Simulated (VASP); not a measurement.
The system is NbP (zincblende type).

```
Nb P
1.0
     0.00000    2.57157    2.57157
     2.57157    0.00000    2.57157
     2.57157    2.57157    0.00000
Nb P
1 1
Direct
  0.00000 0.00000 0.00000
  0.25000 0.25000 0.25000
```

This cell differs from its parent crystal: volume scaled by 0.78.

Base run:

* Program: VASP 6.6.1
* Functional: PBE
* Potentials or basis: VASP PAW PBE potentials, release 64 (Nb_sv, P)
* Cutoff: 500 eV
* k mesh: 12 × 12 × 12
* Occupations: fermi-dirac, width 0.08 eV
* Spin: no spin polarisation

Its results: band gap on the k mesh zero (band 9 reaches 10.47 eV, above the bottom of band 10 at 9.48 eV); pressure 43.6 GPa.

Task: The run is repeated on the same cell with these changes: dispersion from none to D3(BJ). What comes out?

Result: Band gap on the k mesh zero (band 9 reaches 10.47 eV, above the bottom of band 10 at 9.48 eV); pressure 37.8 GPa.

Dispersion adds attraction, which lowers the pressure at fixed volume and, as a term added to the energy, leaves the levels alone.

Caveats: pairwise dispersion overbinds metals, which lowers pressure and volume (some runs).
